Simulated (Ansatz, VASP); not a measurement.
## Tl: VASP beside Ansatz

Contents of INCAR:

```
  ALGO = Normal
  EDIFF = 1E-6
  ENCUT = 520
  GGA = PE
  GGA_COMPAT = F
  ISIF = 2
  ISMEAR = -1
  LASPH = T
  LCHARG = F
  LORBIT = 11
  LORBMOM = T
  LREAL = F
  LSORBIT = T
  LWAVE = F
  MAGMOM = 0 0 0
  NBANDS = 24
  NELM = 150
  PREC = Accurate
  SIGMA = 0.05
```

File KPOINTS:

```
k-points
0
Gamma
  13 13 13
```

The input POSCAR:

```
Tl
1.0
   -1.9410000000      1.9410000000      1.9410000000
    1.9410000000     -1.9410000000      1.9410000000
    1.9410000000      1.9410000000     -1.9410000000
Tl
1
Direct
    0.0000000000      0.0000000000      0.0000000000
```

Input for Ansatz:

```yaml
crystal:
  lattice:
    - [-1.941, 1.941, 1.941]
    - [1.941, -1.941, 1.941]
    - [1.941, 1.941, -1.941]
  atoms:
    - { symbol: Tl, position: [0.0, 0.0, 0.0] }
kpoints:
  mp_grid: { grid: [13, 13, 13] }
  band_path:
    path:
      - [0.0, 0.0, 0.0]
      - [0.5, -0.5, 0.5]
      - [0.0, 0.0, 0.5]
      - [0.0, 0.0, 0.0]
      - [0.25, 0.25, 0.25]
      - [0.5, -0.5, 0.5]
      - [0.25, 0.25, 0.25]
      - [0.0, 0.0, 0.5]
    npoints: 5
scf:
  occupations: { method: fermi_dirac, width: 0.05 }
hamiltonian:
  xc: pbe
  pseudopotentials: { kind: all_electron, lapw: { basis_error: 0.0005 } }
output:
  forces: true
  stress: true
  eigenvalues: true
magnetization:
  noncollinear: true
  spin_orbit: true
```

Alike in both runs: task single point; functional PBE; k mesh 13 × 13 × 13; occupations fermi-dirac, width 0.05 eV; non-collinear spin, spin-orbit coupling.

```csv
,VASP,Ansatz
version,VASP 6.6.1,Ansatz 0.2.0
potentials or method,"VASP PAW PBE potentials, release 64 (Tl_d), cutoff 520 eV",all-electron LAPW
```

```tsv
	VASP	Ansatz	Ansatz less VASP
pressure (GPa)	1.9	1.7	-0.13
net moment per atom (μB)	0.00	0.00	0.000
```

Ansatz ran all-electron here, and VASP with PAW potentials.
